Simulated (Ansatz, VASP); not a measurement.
# One calculation of SiB6, two programs

```
Si B
1.0
     4.13241    0.00000    0.00000
     0.00000    4.13241    0.00000
     0.00000    0.00000    4.13241
Si B
1 6
Direct
  0.00000 0.00000 0.00000
  0.20024 0.50000 0.50000
  0.50000 0.20024 0.50000
  0.79976 0.50000 0.50000
  0.50000 0.79976 0.50000
  0.50000 0.50000 0.20024
  0.50000 0.50000 0.79976
```

Alike in both runs: functional PBE; k mesh 10 × 10 × 10; occupations gaussian, width 0.01 eV; no spin polarisation.

Ansatz relaxed the structure, and its values are those at the end. VASP's run is a single point on that final structure, the one shown.

|  | VASP | Ansatz |
| --- | --- | --- |
| version | VASP 6.6.1 | Ansatz 0.2.0 |
| potentials or method | VASP PAW PBE potentials, release 64 (Si, B), cutoff 520 eV | scalar-relativistic, plane waves, PAW |
| valence electrons in the cell | 22 | 22 |

```tsv
	VASP	Ansatz	Ansatz less VASP
gap on the k mesh at the Fermi level (eV)	0.06	0.06	0.000
least direct gap on the mesh (eV)	0.67	0.67	-0.001
pressure (GPa)	0.0	0.0	-0.02
rms of the force components (eV/Å)	0.014	0.004	-0.0099
```
